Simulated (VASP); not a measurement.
A run of VASP 6.6.1 is set up as follows.

File POSCAR:

```
MnSb
1.0
    4.1500000000      0.0000000000      0.0000000000
   -2.0750000000      3.5940054257      0.0000000000
    0.0000000000      0.0000000000      5.7800000000
Sb Mn
2 2
Direct
    0.6666666667      0.3333333333      0.7500000000
    0.3333333333      0.6666666667      0.2500000000
    0.0000000000      0.0000000000      0.5000000000
    0.0000000000      0.0000000000      0.0000000000
```

Contents of INCAR.step1:

```
PREC = Accurate ; ENCUT = 520
ISMEAR = -1 ; SIGMA = 0.05
LREAL = F ; LASPH = T
NELM = 150 ; ISPIN = 2
MAGMOM = 0 0 4 4 ; LMAXMIX = 4
NBANDS = 30 ; GGA = PE
ALGO = Normal ; EDIFF = 1E-4
LWAVE = T ; LCHARG = F
```

INCAR.step2

```
PREC = Accurate ; ENCUT = 520
EDIFF = 1E-6 ; ISMEAR = -1
SIGMA = 0.05 ; LREAL = F
LASPH = T ; NELM = 150
ALGO = Normal ; ISIF = 2
LWAVE = F ; LCHARG = F
ISPIN = 2 ; MAGMOM = 0 0 4 4
LORBIT = 11 ; LMAXMIX = 4
METAGGA = R2SCAN ; LMIXTAU = T
NBANDS = 30 ; ISTART = 1
```

Contents of KPOINTS:

```
Automatic mesh
0
Gamma
  7 7 5
```

Potentials or basis: VASP PAW PBE potentials, release 64 (Sb, Mn_pv).

The run is started by

```console
$ cat potpaw_PBE.64/Sb/POTCAR potpaw_PBE.64/Mn_pv/POTCAR > POTCAR
$ cp INCAR.step1 INCAR
$ mpirun -np 1 vasp_std > vasp.out
$ cp INCAR.step2 INCAR
$ mpirun -np 1 vasp_std > vasp.out
```

Problem. Predict the net moment.

Solution. 7.47 μB per cell.

Problem. What does it give for the pressure?

Solution. 0.4 GPa.

Problem. Predict the site moments.

Solution. Sb -0.17; Mn +3.85 μB.

Stress tensor (GPa, compression positive):
```
0.27 0.00 0.00
0.00 0.27 0.00
0.00 0.00 0.71
```

Caveat: the PAW data sets were made with another functional, which shifts forces and pressure a little.
